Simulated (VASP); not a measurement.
# Ru (P6_3/mmc) in VASP: further runs

The runs below take Ru through single point, with PBE.

Program: VASP 6.6.1. These are calculated values, not measurements. Logs are shortened: lines on timing, memory, paths and dates and some standing lists are left out, and cuts for length are marked.

## Step 1: The cell of the first run

Symmetry: P6_3/mmc, No. 194, hexagonal system. Conventional cell: a = 2.754 Å, b = 2.754 Å, c = 3.854 Å, α = 90.00°, β = 90.00°, γ = 120.00°. Ru (site symmetry -6m2) has 12 Ru at 2.50 to 2.75 Å within 3.3 Å.

## Step 2: Single point, PBE (12.66 Å³/atom)

INCAR reads:

```
SYSTEM = Ru
PREC = Accurate
ENCUT = 520
EDIFF = 1E-6
ISMEAR = 0
SIGMA = 0.15
LREAL = .FALSE.
LASPH = .TRUE.
NELM = 80
ALGO = Fast
ISIF = 2
LWAVE = .FALSE.
LCHARG = .FALSE.
GGA = PE
NBANDS = 21
```

KPOINTS reads:

```
Automatic mesh
0
G
  21 21 12
  0 0 0
```

POSCAR reads:

```
Ru
1.0
    2.7544207391      0.0000000000      0.0000000000
   -1.3772103696      2.3853983327      0.0000000000
    0.0000000000      0.0000000000      3.8542609402
Ru
2
Direct
    0.3333333333      0.6666666667      0.2500000000
    0.6666666667      0.3333333333      0.7500000000
```

Potentials or basis: VASP PAW PBE potentials, release 64 (Ru_pv).

Started as:

```bash
$ cat potpaw_PBE.64/Ru_pv/POTCAR > POTCAR
$ mpirun -np 1 vasp_std > vasp.out
```

OUTCAR:

```text
SYSTEM = Ru
   PREC = Accurate
   ENCUT = 520
   EDIFF = 1E-6
   ISMEAR = 0
   LREAL = .FALSE.
   LASPH = .TRUE.
   NELM = 80
   ISIF = 2
   GGA = PE

 ion  position               nearest neighbor table
   1  0.333  0.667  0.250-   2 2.50   2 2.50   2 2.50   2 2.50   2 2.50   2 2.50
   2  0.667  0.333  0.750-   1 2.50   1 2.50   1 2.50   1 2.50   1 2.50   1 2.50

  LATTYP: Found a hexagonal cell.
 ALAT       =     2.7544207391
 C/A-ratio  =     1.3993000000

  Lattice vectors:

 A1 = (   2.7544207391,   0.0000000000,   0.0000000000)
 A2 = (  -1.3772103696,   2.3853983327,   0.0000000000)
 A3 = (   0.0000000000,   0.0000000000,   3.8542609402)

Analysis of symmetry for initial positions (statically):
=====================================================================
 Subroutine PRICEL returns:
 Original cell was already a primitive cell.

 Routine SETGRP: Setting up the symmetry group for a
 hexagonal supercell.

 Subroutine GETGRP returns: Found 24 space group operations
 (whereof 12 operations were pure point group operations)
 out of a pool of 24 trial point group operations.

The static configuration has the point symmetry D_3d.
 The point group associated with its full space group is D_6h.

Analysis of symmetry for dynamics (positions and initial velocities):
=====================================================================
 Subroutine PRICEL returns:
 Original cell was already a primitive cell.

 Routine SETGRP: Setting up the symmetry group for a
 hexagonal supercell.

 Subroutine GETGRP returns: Found 24 space group operations
 (whereof 12 operations were pure point group operations)
 out of a pool of 24 trial point group operations.

The dynamic configuration has the point symmetry D_3d.
 The point group associated with its full space group is D_6h.

 Subroutine INISYM returns: Found 24 space group operations
 (whereof 12 operations are pure point group operations),
 and found     1 'primitive' translations

----------------------------------------------------------------------------------------

                                     Primitive cell

  volume of cell :      25.3240

  direct lattice vectors                    reciprocal lattice vectors
     2.754420739  0.000000000  0.000000000     0.363052741  0.209608598  0.000000000
    -1.377210370  2.385398333  0.000000000     0.000000000  0.419217196  0.000000000
     0.000000000  0.000000000  3.854260940     0.000000000  0.000000000  0.259453113

  length of vectors
     2.754420739  2.754420739  3.854260940     0.419217196  0.419217196  0.259453113
[... 67 lines left out ...]
   dimension x,y,z NGXF=    40 NGYF=   40 NGZF=   60
   ions per type =               2
   NGX,Y,Z   is equivalent  to a cutoff of  12.07, 12.07, 12.94 a.u.
   NGXF,Y,Z  is equivalent  to a cutoff of  24.14, 24.14, 25.88 a.u.
 SYSTEM =  Ru
   PREC   = accura    normal or accurate (medium, high low for compatibility)
   ISTART =      0    job   : 0-new  1-cont  2-samecut
   ICHARG =      2    charge: 1-file 2-atom 10-const
   ISPIN  =      1    spin polarized calculation?
   LNONCOLLINEAR =      F non collinear calculations
   LSORBIT =      F    spin-orbit coupling
   LASPH  =      T    aspherical Exc in radial PAW
   ENCUT  =  520.0 eV  38.22 Ry    6.18 a.u.   5.12  5.12  7.17*2*pi/ulx,y,z
   NELM   =     80;   NELMIN=  2; NELMDL= -5     # of ELM steps
   EDIFF  = 0.1E-05   stopping-criterion for ELM
   LREAL  =      F    real-space projection
[... 7 lines left out ...]
   TEBEG  =    0.0;   TEEND  =   0.0 temperature during run
   PSTRESS=    0.0 pullay stress
   NELECT =      28.0000    total number of electrons
   NUPDOWN=      -1.0000    fix difference up-down
   EMIN   =  10.00;   EMAX   =-10.00  energy-range for DOS
   EFERMI =   0.00;   METHOD = LEGACY
   ISMEAR =     0;   SIGMA  =   0.15  broadening in eV -4-tet -1-fermi 0-gaus
   EFERMI_NEDOS =   21; number of points for ismear=-14 and -15
   IALGO  =     68    algorithm
   IMIX   =      4    mixing-type and parameters
     AMIX     =   0.40;   BMIX     =  1.00
     AMIX_MAG =   1.60;   BMIX_MAG =  1.00
  volume/ion in A,a.u.               =      12.66        85.45
  Fermi-wavevector in a.u.,A,eV,Ry     =   1.692843  3.199010 38.990463  2.865718
  Thomas-Fermi vector in A             =   2.774356
   LORBIT       =      0    0 simple, 1 ext, 2 COOP (PROOUT), +10 PAW based schemes
   GGA     = PE    functional components
   LHFCALC =     F    Hartree Fock is set to
   AEXX    =    0.0000 exact exchange contribution
   IVDW    =     0    specifies the selected vdW correction
   LEPSILON=     F    determine dielectric tensor
   LRPA    =     F    only Hartree local field effects (RPA)
 non-spin polarized calculation
 RMM-DIIS sequential band-by-band and
 Gauss-broadening in eV      SIGMA  =   0.15
  energy-cutoff  :      520.00
  volume of cell :       25.32
 maximum number of plane-waves:       693
   NGX = 11   NGY = 11   NGZ = 15

 number of electron      28.0000002 magnetization

 Free energy of the ion-electron system (eV)
  ---------------------------------------------------
  ext. energy  EPLUGINS =         0.00000000
  ---------------------------------------------------
  free energy    TOTEN  =       -17.83431029 eV

  energy without entropy =      -17.81908197  energy(sigma->0) =      -17.82669613

 E-fermi :  14.2296     XC(G=0): -14.5357

 val. band max:       14.2240521664   @ k =   0.1905   0.1905   0.0000
 cond. band min:      14.2351037231   @ k =   0.1905  -0.0000   0.2500
 fundamental gap:      0.0110515567
 Fermi energy:        14.2296439817

 k-point     1 :       0.0000    0.0000    0.0000
  band No.  band energies     occupation
      1     -29.9753      2.00000
      2     -28.7930      2.00000
      3     -28.7930      2.00000
      4     -28.4151      2.00000
      5     -28.4151      2.00000
      6     -28.2161      2.00000
[... 565 lines left out ...]
     20      24.5593      0.00000
     21      26.7291      0.00000

 [... further k-points ...]
[... 5 lines left out ...]
  --------------------------------------------------------------------------------------
  -------------------------------------------------------------------------------------
  Total        3.0295241      3.0295241     12.9823269     -0.0000000      0.0000000      0.0000000
  in kB      191.6693616    191.6693616    821.3548356     -0.0000000      0.0000000      0.0000000
  external PRESSURE =     401.5645196 kB  Pullay stress =       0.0000000 kB

 VOLUME and BASIS-vectors are now :
 -----------------------------------------------------------------------------
  energy-cutoff  :      520.00
  volume of cell :       25.32
      direct lattice vectors                 reciprocal lattice vectors
     2.754420739  0.000000000  0.000000000     0.363052741  0.209608598  0.000000000
    -1.377210370  2.385398333  0.000000000     0.000000000  0.419217196  0.000000000
     0.000000000  0.000000000  3.854260940     0.000000000  0.000000000  0.259453113

 POSITION                                       TOTAL-FORCE (eV/Angst)
 -----------------------------------------------------------------------------------
     -0.00000      1.59027      0.96357         0.000000      0.000000      0.000000
      1.37721      0.79513      2.89070        -0.000000      0.000000      0.000000
 -----------------------------------------------------------------------------------
    total drift:                               -0.000000      0.000000     -0.000000

  FREE ENERGIE OF THE ION-ELECTRON SYSTEM (eV)
  ---------------------------------------------------
  free  energy   TOTEN  =       -17.8343102880 eV

  energy  without entropy=      -17.8190819728  energy(sigma->0) =      -17.82669613
```

OSZICAR:

```text
N       E                     dE             d eps       ncg     rms          rms(c)
DAV:   1     0.289300054013E+03    0.28930E+03   -0.17602E+04 14144   0.150E+03
DAV:   2    -0.130996012533E+02   -0.30240E+03   -0.29291E+03 14472   0.449E+02
DAV:   3    -0.189615738194E+02   -0.58620E+01   -0.58335E+01 16542   0.703E+01
DAV:   4    -0.190041536979E+02   -0.42580E-01   -0.42519E-01 17519   0.578E+00
DAV:   5    -0.190046709747E+02   -0.51728E-03   -0.51300E-03 15880   0.574E-01    0.217E+01
RMM:   6    -0.179362025204E+02    0.10685E+01   -0.21560E+00 14471   0.125E+01    0.726E+00
RMM:   7    -0.178415585007E+02    0.94644E-01   -0.38502E-01 15501   0.483E+00    0.149E+00
RMM:   8    -0.178341174595E+02    0.74410E-02   -0.32633E-02 15933   0.168E+00    0.173E-01
RMM:   9    -0.178342679864E+02   -0.15053E-03   -0.29491E-03 16194   0.498E-01    0.647E-02
RMM:  10    -0.178343155320E+02   -0.47546E-04   -0.48999E-04 16567   0.216E-01    0.228E-02
RMM:  11    -0.178343074694E+02    0.80626E-05   -0.14878E-04 16798   0.117E-01    0.782E-03
RMM:  12    -0.178343101555E+02   -0.26861E-05   -0.33729E-05 17403   0.553E-02    0.310E-03
RMM:  13    -0.178343102880E+02   -0.13250E-06   -0.67524E-06 15021   0.253E-02
   1 F= -.17834310E+02 E0= -.17826696E+02  d E =-.152283E-01
```

stdout:

```text
POSCAR found type information on POSCAR Ru
 POSCAR found :  1 types and       2 ions
 scaLAPACK will be used
 LDA part: xc-table for (Slater+PW92), standard interpolation
 POSCAR, INCAR and KPOINTS ok, starting setup
 FFT: planning ... GRIDC
 FFT: planning ... GRID_SOFT
 FFT: planning ... GRID
 WAVECAR not read
 entering main loop
```

Wall time 2.1 min (1 thread of Intel Xeon Platinum 8259CL at 2.50GHz (Skylake/Cascade Lake), shared host); peak memory 0.24 GiB.

What came out:

```
Free energy            : -17.8343 eV
Pressure               : 40.2 GPa
Band gap on the k mesh : zero (bands 14 and 15 overlap by 3.20 eV)
```

Caveat: the stress differs along the axes, from 19 to 82 GPa.

## Step 3: Single point, PBE (13.21 Å³/atom)

This run uses another cell than the first one, of 13.21 Å³/atom.

INCAR reads:

```
  PREC = Accurate
  ENCUT = 520
  EDIFF = 1E-6
  ISMEAR = 0
  SIGMA = 0.15
  LREAL = False
  LASPH = True
  NELM = 100
  ALGO = Fast
  ISIF = 2
  LWAVE = False
  LCHARG = False
  GGA = PE
  NBANDS = 21
```

KPOINTS reads:

```
regular mesh
0
Gamma
  21 21 12
```

POSCAR reads:

```
Ru
1.0
    2.6293005771      0.0000000000      0.0000000000
   -1.3146502886      2.2770410939      0.0000000000
    0.0000000000      0.0000000000      4.4135439487
Ru
2
Direct
    0.3333333333      0.6666666667      0.2500000000
    0.6666666667      0.3333333333      0.7500000000
```

Potentials or basis: VASP PAW PBE potentials, release 64 (Ru_pv).

Started as:

```bash
$ cat potpaw_PBE.64/Ru_pv/POTCAR > POTCAR
$ mpirun -np 1 vasp_std > vasp.out
```

It took 2.3 min on 1 thread of Intel Xeon Platinum 8259CL at 2.50GHz (Skylake/Cascade Lake), shared host; peak memory 0.26 GiB.

It converged, with:

* Free energy: -18.3271 eV
* Pressure: 14.8 GPa
* Band gap on the k mesh: zero (bands 14 and 15 overlap by 3.23 eV)

Stress tensor (GPa, compression positive):
```
25.17  0.00  0.00
 0.00 25.17  0.00
 0.00  0.00 -5.98
```

Levels at points of the mesh, in eV from the Fermi level:
```csv
k point,band 11,band 12,band 13,band 14,band 15,band 16,band 17,band 18
"(0.00, 0.00, 0.00)",-2.66,-2.08,-2.08,-0.98,-0.98,0.65,1.25,1.25
"(0.00, 0.00, 0.50)",-2.70,-2.70,-2.70,-2.70,0.57,0.57,0.57,0.57
```

Caveat: the stress differs along the axes, from -6 to 25 GPa.

(Part 1 of 2 ends here.)
